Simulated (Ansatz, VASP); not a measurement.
# One calculation of CdS, two programs

The input INCAR:

```
SYSTEM = CdS
  PREC = Accurate
  ENCUT = 520
  EDIFF = 1E-7
  ISMEAR = -1
  SIGMA = 0.02
  LREAL = .False.
  LASPH = .True.
  NELM = 80
  ALGO = Normal
  ISIF = 2
  LWAVE = .False.
  LCHARG = .True.
  GGA = PE
  LELF = .True.
  LVHAR = .True.
  NBANDS = 46
```

The input KPOINTS:

```
Automatic mesh
0
Gamma
  12 12 2
  0 0 0
```

File POSCAR:

```
CdS
1.0
    4.1605990978      0.0000000000      0.0000000000
   -2.0802995489      3.6031845137      0.0000000000
    0.0000000000      0.0000000000     13.5541938558
Cd S
4 4
Direct
    0.0000000000      0.0000000000     -0.0003495461
    0.3333333333      0.6666666667      0.2498897446
    0.0000000000      0.0000000000      0.4996504539
    0.6666666667      0.3333333333      0.7498897446
    0.0000000000      0.0000000000      0.1876440828
    0.3333333333      0.6666666667      0.4378157188
    0.0000000000      0.0000000000      0.6876440828
    0.6666666667      0.3333333333      0.9378157188
```

Input for Ansatz:

```yaml
crystal:
  lattice:
    - [4.1605990978, 0.0, 0.0]
    - [-2.0802995489, 3.6031845137, 0.0]
    - [0.0, 0.0, 13.5541938558]
  atoms:
    - { symbol: Cd, position: [0.0, 0.0, -0.0003495461] }
    - { symbol: Cd, position: [0.3333333333, 0.6666666667, 0.2498897446] }
    - { symbol: Cd, position: [0.0, 0.0, 0.4996504539] }
    - { symbol: Cd, position: [0.6666666667, 0.3333333333, 0.7498897446] }
    - { symbol: S, position: [0.0, 0.0, 0.1876440828] }
    - { symbol: S, position: [0.3333333333, 0.6666666667, 0.4378157188] }
    - { symbol: S, position: [0.0, 0.0, 0.6876440828] }
    - { symbol: S, position: [0.6666666667, 0.3333333333, 0.9378157188] }
kpoints:
  mp_grid: { grid: [12, 12, 2] }
  band_path:
    path:
      - [[0.0, 0.0, 0.0], [0.5, 4.750945279333e-18, 0.0], [0.3333333333333, 0.3333333333333, 0.0], [0.0, 0.0, 0.0], [0.0, 0.0, 0.5], [0.5, 4.750945279333e-18, 0.5], [0.3333333333333, 0.3333333333333, 0.5], [0.0, 0.0, 0.5]]
      - [[0.5, 4.750945279333e-18, 0.5], [0.5, 4.750945279333e-18, 0.0]]
      - [[0.3333333333333, 0.3333333333333, 0.5], [0.3333333333333, 0.3333333333333, 0.0]]
    npoints: 10
hamiltonian:
  xc: pbe
scf:
  occupations: { method: fermi_dirac, width: 0.02 }
  n_extra_bands: 6
output:
  forces: true
  stress: true
  eigenvalues: true
```

Alike in both runs: task single point; functional PBE; k mesh 12 × 12 × 2; occupations fermi-dirac, width 0.02 eV; no spin polarisation.

```csv
,VASP,Ansatz
version,VASP 6.6.1,Ansatz 0.2.0
potentials or method,"VASP PAW PBE potentials, release 64 (Cd, S)","plane waves, PAW"
plane-wave cutoff (eV),520,420
valence electrons in the cell,72,104
```

|  | VASP | Ansatz | Ansatz less VASP |
| --- | --- | --- | --- |
| gap on the k mesh at the Fermi level (eV) | 1.14 | 1.13 | -0.003 |
| pressure (GPa) | 1.7 | 1.4 | -0.33 |

The functional is the same, so the differences come from potentials, cutoffs and numerics. VASP's potentials hold 72 valence electrons a cell and Ansatz's 104, so a difference there can come from the potentials and not from the codes.
